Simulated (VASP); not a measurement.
## MoAu: single point with PBE

Crystal: MoAu.

```
Au Mo
1.0
     5.02346    0.00000    0.00000
     0.00000    5.02346    0.00000
     0.00000    0.00000    5.02346
Au Mo
4 4
Cartesian
  0.7535 0.7535 0.7535
  1.7582 4.2699 3.2652
  3.2652 1.7582 4.2699
  4.2699 3.2652 1.7582
  4.2398 4.2398 4.2398
  3.2954 0.7837 1.7281
  1.7281 3.2954 0.7837
  0.7837 1.7281 3.2954
```

```yaml
Program: VASP 6.6.1
Task: single point
Functional: PBE
Potentials_or_basis: VASP PAW PBE potentials, release 64 (Au, Mo_sv)
Cutoff: 500 eV
k_mesh: 7 × 7 × 7
Occupations: fermi-dirac, width 0.1 eV
Spin: no spin polarisation
Dipole_correction: no
Further_INCAR_settings: ALGO = Normal; EDIFF = 1e-06; NBANDS = 60
```

```yaml
Pressure: 17.5 GPa
Largest_force: 0.664 eV/Å
Band_gap_on_the_k_mesh: zero (bands 50 and 51 overlap by 0.45 eV)
```

Forces in eV/Å, atoms in the order of the input:
```
Au   0.247  0.247  0.247
Au  -0.247 -0.247  0.247
Au   0.247 -0.247 -0.247
Au  -0.247  0.247 -0.247
Mo   0.383  0.383  0.383
Mo  -0.383 -0.383  0.383
Mo   0.383 -0.383 -0.383
Mo  -0.383  0.383 -0.383
```

Levels at points of the mesh, in eV from the Fermi level:
```tsv
k point	band 48	band 49	band 50	band 51	band 52	band 53
(0.00, 0.00, 0.00)	-0.61	-0.61	-0.61	-0.30	-0.30	1.09
```

Wall time 5.2 min on 1 thread of Intel Xeon 8259CL, on a shared host, peak memory 0.32 GiB.

Caveat: the cell stands under pressure; spin-orbit coupling is left out, which moves the levels of the heavy elements.
